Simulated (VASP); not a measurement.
# AlGa3N4 (P-43m) in VASP: electric field gradients with PBEsol

Aim: the electric field gradients of AlGa3N4 with PBEsol.

All numbers are computed with VASP 6.6.1; they aren't measurements. Logs are shortened: lines on timing, memory, paths and dates and some standing lists are left out, and cuts for length are marked.

### 1 The cell of the first run

It takes space group P-43m (No. 215, cubic). Conventional cell: a = 4.468 Å, b = 4.468 Å, c = 4.468 Å, α = 90.00°, β = 90.00°, γ = 90.00°. Al (site symmetry -43m) has 4 N at 1.90 Å within 2.5 Å. Within 2.6 Å of Ga (site symmetry -42m) lie 4 N at 1.95 Å. Within 2.5 Å of N (site symmetry 3m) lie 1 Al at 1.90 Å and 3 Ga at 1.95 Å.

### 2 Electric field gradients, PBEsol

Input file INCAR:

```
ALGO = Normal
EDIFF = 1E-8
ENCUT = 520
GGA = PS
ISIF = 2
ISMEAR = 0
LASPH = True
LCHARG = False
LEFG = True
LREAL = False
LWAVE = False
NBANDS = 41
NELM = 60
PREC = Accurate
SIGMA = 0.01
```

Input file KPOINTS:

```
k-points
0
Gamma
  6 6 6
```

Input file POSCAR:

```
AlGa3N4
1.0
    4.4675724091      0.0000000000      0.0000000000
    0.0000000000      4.4675724091      0.0000000000
    0.0000000000      0.0000000000      4.4675724091
Al Ga N
1 3 4
Direct
    0.0000000000      0.0000000000      0.0000000000
    0.5000000000      0.5000000000      0.0000000000
    0.5000000000      0.0000000000      0.5000000000
    0.0000000000      0.5000000000      0.5000000000
    0.7550308528      0.7550308528      0.2449691472
    0.7550308528      0.2449691472      0.7550308528
    0.2449691472      0.7550308528      0.7550308528
    0.2449691472      0.2449691472      0.2449691472
```

Potentials or basis: VASP PAW PBE potentials, release 64 (Al, Ga_d, N).

Command:

```
$ cat potpaw_PBE.64/Al/POTCAR potpaw_PBE.64/Ga_d/POTCAR potpaw_PBE.64/N/POTCAR > POTCAR
$ mpirun -np 1 vasp_std > vasp.out
```

OUTCAR:

```text
EDIFF = 1E-8
   ENCUT = 520
   GGA = PS
   ISIF = 2
   ISMEAR = 0
   LASPH = True
   LREAL = False
   NELM = 60
   PREC = Accurate

 ion  position               nearest neighbor table
   1  0.000  0.000  0.000-   5 1.90   6 1.90   7 1.90   8 1.90
   2  0.500  0.500  0.000-   5 1.95   6 1.95   7 1.95   8 1.95
   3  0.500  0.000  0.500-   5 1.95   6 1.95   7 1.95   8 1.95
   4  0.000  0.500  0.500-   5 1.95   6 1.95   7 1.95   8 1.95
   5  0.755  0.755  0.245-   1 1.90   2 1.95   3 1.95   4 1.95
   6  0.755  0.245  0.755-   1 1.90   2 1.95   3 1.95   4 1.95
   7  0.245  0.755  0.755-   1 1.90   2 1.95   3 1.95   4 1.95
   8  0.245  0.245  0.245-   1 1.90   2 1.95   3 1.95   4 1.95

  LATTYP: Found a simple cubic cell.
 ALAT       =     4.4675724091

  Lattice vectors:

 A1 = (   4.4675724091,   0.0000000000,   0.0000000000)
 A2 = (   0.0000000000,   4.4675724091,   0.0000000000)
 A3 = (   0.0000000000,   0.0000000000,   4.4675724091)

Analysis of symmetry for initial positions (statically):
=====================================================================
 Subroutine PRICEL returns:
 Original cell was already a primitive cell.

 Routine SETGRP: Setting up the symmetry group for a
 simple cubic supercell.

 Subroutine GETGRP returns: Found 24 space group operations
 (whereof 24 operations were pure point group operations)
 out of a pool of 48 trial point group operations.

The static configuration has the point symmetry T_d .

Analysis of symmetry for dynamics (positions and initial velocities):
=====================================================================
 Subroutine PRICEL returns:
 Original cell was already a primitive cell.

 Routine SETGRP: Setting up the symmetry group for a
 simple cubic supercell.

 Subroutine GETGRP returns: Found 24 space group operations
 (whereof 24 operations were pure point group operations)
 out of a pool of 48 trial point group operations.

The dynamic configuration has the point symmetry T_d .

 Subroutine INISYM returns: Found 24 space group operations
 (whereof 24 operations are pure point group operations),
 and found     1 'primitive' translations

----------------------------------------------------------------------------------------

                                     Primitive cell

  volume of cell :      89.1692

  direct lattice vectors                    reciprocal lattice vectors
     4.467572409  0.000000000  0.000000000     0.223835208  0.000000000  0.000000000
     0.000000000  4.467572409  0.000000000     0.000000000  0.223835208  0.000000000
     0.000000000  0.000000000  4.467572409     0.000000000  0.000000000  0.223835208

  length of vectors
     4.467572409  4.467572409  4.467572409     0.223835208  0.223835208  0.223835208

  position of ions in fractional coordinates (direct lattice)
     0.000000000  0.000000000  0.000000000
     0.500000000  0.500000000  0.000000000
     0.500000000  0.000000000  0.500000000
     0.000000000  0.500000000  0.500000000
     0.755030853  0.755030853  0.244969147
     0.755030853  0.244969147  0.755030853
     0.244969147  0.755030853  0.755030853
     0.244969147  0.244969147  0.244969147

  ion indices of the primitive-cell ions
   primitive index   ion index
                 1           1
                 2           2
                 3           3
                 4           4
                 5           5
                 6           6
                 7           7
                 8           8

----------------------------------------------------------------------------------------

 KPOINTS: k-points

Automatic generation of k-mesh.
 Grid dimensions read from file:
 generate k-points for:    6    6    6

 Generating k-lattice:

  Cartesian coordinates                     Fractional coordinates (reciprocal lattice)
     0.037305868  0.000000000  0.000000000     0.166666667  0.000000000  0.000000000
     0.000000000  0.037305868  0.000000000     0.000000000  0.166666667  0.000000000
     0.000000000  0.000000000  0.037305868     0.000000000  0.000000000  0.166666667

  Length of vectors
     0.037305868  0.037305868  0.037305868

  Shift w.r.t. Gamma in fractional coordinates (k-lattice)
     0.000000000  0.000000000  0.000000000

 Subroutine IBZKPT returns following result:
 ===========================================

 Found     20 irreducible k-points:

 Following reciprocal coordinates:
            Coordinates               Weight
  0.000000  0.000000  0.000000      1.000000
  0.166667  0.000000  0.000000      6.000000
  0.333333  0.000000  0.000000      6.000000
  0.500000  0.000000  0.000000      3.000000
  0.166667  0.166667  0.000000     12.000000
  0.333333  0.166667  0.000000     24.000000
[... 12 lines left out ...]
  0.500000  0.500000  0.333333      6.000000
  0.500000  0.500000  0.500000      1.000000
   k-points           NKPTS =     20   k-points in BZ     NKDIM =     20   number of bands    NBANDS=     41
   number of dos      NEDOS =    301   number of ions     NIONS =      8
   total plane-waves  NPLWV =  46656
   dimension x,y,z NGX =    36 NGY =   36 NGZ =   36
   dimension x,y,z NGXF=    72 NGYF=   72 NGZF=   72
   ions per type =               1   3   4
   NGX,Y,Z   is equivalent  to a cutoff of  13.40, 13.40, 13.40 a.u.
   NGXF,Y,Z  is equivalent  to a cutoff of  26.79, 26.79, 26.79 a.u.
 SYSTEM =  unknown system
   PREC   = accura    normal or accurate (medium, high low for compatibility)
   ISTART =      0    job   : 0-new  1-cont  2-samecut
   ICHARG =      2    charge: 1-file 2-atom 10-const
   ISPIN  =      1    spin polarized calculation?
   LNONCOLLINEAR =      F non collinear calculations
   LSORBIT =      F    spin-orbit coupling
   LASPH  =      T    aspherical Exc in radial PAW
   ENCUT  =  520.0 eV  38.22 Ry    6.18 a.u.   8.31  8.31  8.31*2*pi/ulx,y,z
   NELM   =     60;   NELMIN=  2; NELMDL= -5     # of ELM steps
   EDIFF  = 0.1E-07   stopping-criterion for ELM
   LREAL  =      F    real-space projection
   EDIFFG = 0.1E-06   stopping-criterion for IOM
   NSW    =      0    number of steps for IOM
   IBRION =     -1    ionic relax: 0-MD 1-quasi-New 2-CG
   NFREE  =      0    steps in history (QN), initial steepest desc. (CG)
   ISIF   =      2    stress and relaxation
   ISYM   =      2    0-nonsym 1-usesym 2-fastsym
   POTIM  = 0.5000    time-step for ionic-motion
   TEBEG  =    0.0;   TEEND  =   0.0 temperature during run
   PSTRESS=    0.0 pullay stress
   NELECT =      62.0000    total number of electrons
   NUPDOWN=      -1.0000    fix difference up-down
   EMIN   =  10.00;   EMAX   =-10.00  energy-range for DOS
   EFERMI =   0.00;   METHOD = LEGACY
   ISMEAR =     0;   SIGMA  =   0.01  broadening in eV -4-tet -1-fermi 0-gaus
   EFERMI_NEDOS =   21; number of points for ismear=-14 and -15
   IALGO  =     38    algorithm
   IMIX   =      4    mixing-type and parameters
     AMIX     =   0.40;   BMIX     =  1.00
     AMIX_MAG =   1.60;   BMIX_MAG =  1.00
  volume/ion in A,a.u.               =      11.15        75.22
  Fermi-wavevector in a.u.,A,eV,Ry     =   1.450331  2.740728 28.619311  2.103460
  Thomas-Fermi vector in A             =   2.567955
   LORBIT       =      0    0 simple, 1 ext, 2 COOP (PROOUT), +10 PAW based schemes
   GGA     = PS    functional components
   LHFCALC =     F    Hartree Fock is set to
   AEXX    =    0.0000 exact exchange contribution
   IVDW    =     0    specifies the selected vdW correction
   LEPSILON=     F    determine dielectric tensor
   LRPA    =     F    only Hartree local field effects (RPA)
 non-spin polarized calculation
 Gauss-broadening in eV      SIGMA  =   0.01
  energy-cutoff  :      520.00
  volume of cell :       89.17
 maximum number of plane-waves:      2469
 NGX is ok and might be reduce to    36
   NGX = 17   NGY = 17   NGZ = 17

 number of electron      61.9999964 magnetization

 Free energy of the ion-electron system (eV)
  ---------------------------------------------------
  ext. energy  EPLUGINS =         0.00000000
  ---------------------------------------------------
  free energy    TOTEN  =       -54.96761432 eV

  energy without entropy =      -54.96761432  energy(sigma->0) =      -54.96761432

 E-fermi :   5.3575     XC(G=0): -11.7434

 val. band max:        5.3151122417   @ k =   0.0000   0.0000   0.0000
 cond. band min:       7.6248601752   @ k =   0.0000   0.0000   0.0000
 fundamental gap:      2.3097479335
 Fermi energy:         5.3575067021

 k-point     1 :       0.0000    0.0000    0.0000
  band No.  band energies     occupation
      1     -10.3709      2.00000
      2      -9.0710      2.00000
      3      -9.0710      2.00000
      4      -9.0710      2.00000
      5      -7.7978      2.00000
      6      -7.7763      2.00000
[... 33 lines left out ...]
     40      16.0786      0.00000
     41      16.0787      0.00000

 k-point     2 :       0.1667    0.0000    0.0000
  band No.  band energies     occupation
      1     -10.2575      2.00000
      2      -9.1094      2.00000
      3      -9.0726      2.00000
      4      -9.0726      2.00000
      5      -7.7929      2.00000
      6      -7.7732      2.00000
[... 781 lines left out ...]
     40      15.5211      0.00000
     41      15.5738      0.00000

 k-point    20 :       0.5000    0.5000    0.5000
  band No.  band energies     occupation
      1      -9.4159      2.00000
      2      -9.2237      2.00000
      3      -9.2237      2.00000
      4      -9.2237      2.00000
      5      -7.7852      2.00000
      6      -7.7852      2.00000
[... 33 lines left out ...]
     40      15.2201      0.00000
     41      15.2201      0.00000

------------------------ aborting loop because EDIFF is reached ----------------------------------------

  FORCE on cell =-STRESS in cart. coord.  units (eV):
  Direction    XX          YY          ZZ          XY          YZ          ZX
  --------------------------------------------------------------------------------------
  -------------------------------------------------------------------------------------
  Total       -0.0874513     -0.0874513     -0.0874513      0.0000000      0.0000000     -0.0000000
  in kB       -1.5713113     -1.5713113     -1.5713113      0.0000000      0.0000000     -0.0000000
  external PRESSURE =      -1.5713113 kB  Pullay stress =       0.0000000 kB

 VOLUME and BASIS-vectors are now :
 -----------------------------------------------------------------------------
  energy-cutoff  :      520.00
  volume of cell :       89.17
      direct lattice vectors                 reciprocal lattice vectors
     4.467572409  0.000000000  0.000000000     0.223835208  0.000000000  0.000000000
     0.000000000  4.467572409  0.000000000     0.000000000  0.223835208  0.000000000
     0.000000000  0.000000000  4.467572409     0.000000000  0.000000000  0.223835208

 POSITION                                       TOTAL-FORCE (eV/Angst)
 -----------------------------------------------------------------------------------
      0.00000      0.00000      0.00000         0.000000      0.000000      0.000000
      2.23379      2.23379      0.00000         0.000000     -0.000000      0.000000
      2.23379      0.00000      2.23379         0.000000      0.000000      0.000000
      0.00000      2.23379      2.23379         0.000000     -0.000000      0.000000
      3.37316      3.37316      1.09442        -0.005136     -0.005136      0.005136
      3.37316      1.09442      3.37316        -0.005136      0.005136     -0.005136
      1.09442      3.37316      3.37316         0.005136     -0.005136     -0.005136
      1.09442      1.09442      1.09442         0.005136      0.005136      0.005136
 -----------------------------------------------------------------------------------
    total drift:                               -0.000000     -0.000000     -0.000000

  FREE ENERGIE OF THE ION-ELECTRON SYSTEM (eV)
  ---------------------------------------------------
  free  energy   TOTEN  =       -54.9676143170 eV

  energy  without entropy=      -54.9676143170  energy(sigma->0) =      -54.96761432

 Electric field gradients (V/A^2)
---------------------------------------------------------------------
 ion       V_xx      V_yy      V_zz      V_xy      V_xz      V_yz
---------------------------------------------------------------------
   1       0.000     0.000    -0.000     0.000    -0.000     0.000
   2      -4.401    -4.401     8.802     0.000     0.000     0.000
   3      -4.401     8.802    -4.401     0.000    -0.000     0.000
   4       8.802    -4.401    -4.401     0.000    -0.000     0.000
   5      -0.000    -0.000    -0.000    -8.598     8.598     8.598
   6      -0.000     0.000    -0.000     8.598    -8.598     8.598
   7      -0.000    -0.000    -0.000     8.598     8.598    -8.598
   8      -0.000    -0.000    -0.000    -8.598    -8.598    -8.598
---------------------------------------------------------------------

 Electric field gradients after diagonalization (V/A^2)
 (convention: |V_zz| > |V_xx| > |V_yy|)
----------------------------------------------------------------------
 ion       V_xx      V_yy      V_zz     asymmetry (V_yy - V_xx)/ V_zz
----------------------------------------------------------------------
   1       0.000     0.000    -0.000       0.119
   2      -4.401    -4.401     8.802       0.000
   3      -4.401    -4.401     8.802       0.000
   4      -4.401    -4.401     8.802       0.000
   5       8.598     8.598   -17.195       0.000
   6       8.598     8.598   -17.195       0.000
   7       8.598     8.598   -17.195       0.000
   8       8.598     8.598   -17.195       0.000
----------------------------------------------------------------------

           NMR quadrupolar parameters

 Cq : quadrupolar parameter    Cq=e*Q*V_zz/h
 eta: asymmetry parameters     (V_yy - V_xx)/ V_zz
 Q  : nuclear electric quadrupole moment in mb (millibarn)
----------------------------------------------------------------------
 ion       Cq(MHz)       eta       Q (mb)
----------------------------------------------------------------------
   1      -0.000       0.119       1.000
   2       0.021       0.000       1.000
   3       0.021       0.000       1.000
   4       0.021       0.000       1.000
   5      -0.042       0.000       1.000
   6      -0.042       0.000       1.000
   7      -0.042       0.000       1.000
   8      -0.042       0.000       1.000
----------------------------------------------------------------------
```

Wall time 94 s (1 thread of AMD EPYC 7R43 (Zen 3), shared host); peak memory 0.19 GiB.

What came out:

```
Free energy                             : -54.9676 eV
Pressure                                : -0.2 GPa
Largest force                           : 0.009 eV/Å
Band gap on the k mesh                  : 2.31 eV
Largest electric field gradient by atom : Al +0.0; Ga +8.8; N -17.2 V/Å²
```

Forces in eV/Å, atoms in the order of the input:
```
Al   0.000  0.000  0.000
Ga   0.000  0.000  0.000
Ga   0.000  0.000  0.000
Ga   0.000  0.000  0.000
N   -0.005 -0.005  0.005
N   -0.005  0.005 -0.005
N    0.005 -0.005 -0.005
N    0.005  0.005  0.005
```

Electric field gradients, principal values (V/Å²):
```csv
atom,least,middle,greatest (by size)
1 Al,0.000,0.000,0.000
2 Ga,-4.401,-4.401,8.802
3 Ga,-4.401,-4.401,8.802
4 Ga,-4.401,-4.401,8.802
5 N,8.598,8.598,-17.195
6 N,8.598,8.598,-17.195
7 N,8.598,8.598,-17.195
8 N,8.598,8.598,-17.195
```

Caveat: without QUAD_EFG the Cq values of the log hold for a quadrupole moment of 1 mb, not for the nuclei; the PAW data sets were made with another functional, which shifts forces and pressure a little.
